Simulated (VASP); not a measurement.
Wanted: the native input for a VASP 6.6.1 run.

```
Task                   : single point
Functional             : LDA
Potentials or basis    : VASP PAW LDA potentials, release 64 (Hf_pv)
Cutoff                 : 520 eV
k mesh                 : 18 × 18 × 8
Occupations            : gaussian, width 0.1 eV
Spin                   : no spin polarisation
Dipole correction      : no
Further INCAR settings : ALGO = Normal; EDIFF = 1e-07; NBANDS = 17
```

The structure of Hf lies in POSCAR:

```
Hf
1.0
    3.1196582103      0.0000000028      0.0000000000
   -1.5598291076      2.7017032598      0.0000000000
    0.0000000000      0.0000000000      4.9414555849
Hf
2
Direct
    0.3333333333      0.6666666667      0.2500000000
    0.6666666667      0.3333333333      0.7500000000
```

The input as run:

INCAR

```
SYSTEM = Hf
PREC     = Accurate       ! precision mode
ENCUT    = 520            ! plane-wave cutoff, eV
EDIFF    = 1E-7           ! SCF threshold, eV
ISMEAR   = 0              ! smearing method
SIGMA    = 0.1            ! smearing width, eV
LREAL    = .False.        ! projectors in reciprocal space
LASPH    = .True.         ! aspherical terms in the spheres
NELM     = 100            ! most SCF steps
ALGO     = Normal         ! electronic algorithm
ISIF     = 2              ! what is computed and relaxed
LWAVE    = .False.        ! write WAVECAR
LCHARG   = .True.         ! write CHGCAR
GGA      = CA             ! functional
LELF     = .True.         ! ELF
LVHAR    = .True.       
NBANDS   = 17             ! bands
```

KPOINTS

```
regular mesh
0
Gamma
  18 18 8
  0 0 0
```

Potentials or basis: VASP PAW LDA potentials, release 64 (Hf_pv).

Command:

```sh
$ cat potpaw_LDA.64/Hf_pv/POTCAR > POTCAR
$ mpirun -np 1 vasp_std > vasp.out
```

It gave:

```
Pressure               : 0.1 GPa
Band gap on the k mesh : zero (band 10 reaches 6.43 eV, above the bottom of band 11 at 4.97 eV)
```

Caveat: spin-orbit coupling is left out, which moves the levels of the heavy elements.

It took 59 s on 1 thread of Intel(R) Xeon(R) Platinum 8488C (Sapphire Rapids), on a shared host, peak memory 0.22 GiB.
